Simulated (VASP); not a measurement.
Wanted: the native input for a VASP 6.6.1 run.

| Quantity | Value |
| --- | --- |
| Task | single point |
| Functional | PBEsol |
| Potentials or basis | VASP PAW PBE potentials, release 64 (Sn_d, O) |
| Cutoff | 520 eV |
| k mesh | 3 × 3 × 2 |
| Occupations | fermi-dirac, width 0.146 eV |
| Spin | no spin polarisation |
| Dipole correction | no |
| Further INCAR settings | LREAL = Auto; ALGO = Normal; EDIFF = 1e-06; NBANDS = 94 |

The structure of SnO lies in POSCAR:

```
SnO
1.0
    6.5963126664      0.0000000000      0.0000000000
   -3.2981563332      5.7125743404      0.0000000000
    0.0000000000      0.0000000000      9.2163704805
Sn O
8 8
Direct
    0.1698962723      0.3533555766     -0.0154812570
    0.3129980332      0.1544244236      0.4829746167
    0.1423780270      0.8180758309     -0.0020931233
    0.3497193603      0.6947627748      0.5059493875
    0.6828254468      0.3393835921     -0.0061211732
    0.8452929605      0.1494133729      0.4733900410
    0.6790099027      0.8403078392     -0.0013114707
    0.8361600585      0.6872988894      0.4960292134
    0.1919575316      0.3586206284      0.3754750319
    0.3407902209      0.1723119808      0.9174829742
    0.1577987324      0.8313722880      0.3625366414
    0.3519885504      0.7338722877      0.8702797937
    0.6982397258      0.3295094099      0.3884180880
    0.8325953821      0.1697583160      0.8690648902
    0.6747870210      0.8578708491      0.3418865384
    0.8110184869      0.6184987345      0.8409408038
```

One way to write it, as run:

INCAR

```
SYSTEM = SnO
PREC = Accurate
ENCUT = 520
EDIFF = 1E-6
ISMEAR = -1
SIGMA = 0.146
LREAL = Auto
LASPH = .True.
NELM = 100
ALGO = Normal
ISIF = 2
LWAVE = .False.
LCHARG = .False.
GGA = PS
NBANDS = 94
```

KPOINTS

```
Automatic mesh
0
Gamma
  3 3 2
  0 0 0
```

Potentials or basis: VASP PAW PBE potentials, release 64 (Sn_d, O).

The run is started by

```sh
$ cat potpaw_PBE.64/Sn_d/POTCAR potpaw_PBE.64/O/POTCAR > POTCAR
$ mpirun -np 1 vasp_std > vasp.out
```

It gave:

The pressure is -1.8 GPa, the largest force is 1.676 eV/Å and the band gap on the k mesh is 0.81 eV (least direct gap 0.95 eV).

Caveat: the atoms stand as in a frame of molecular dynamics; the structure was generated, so it needn't be the stable form of SnO; the PAW data sets were made with another functional, which shifts forces and pressure a little; spin-orbit coupling is left out, which moves the levels of the heavy elements.

Run time: 13 min on 1 thread of Intel(R) Xeon(R) Platinum 8259CL CPU @ 2.50GHz (Skylake/Cascade Lake), with other jobs on the host, peak memory 0.52 GiB.
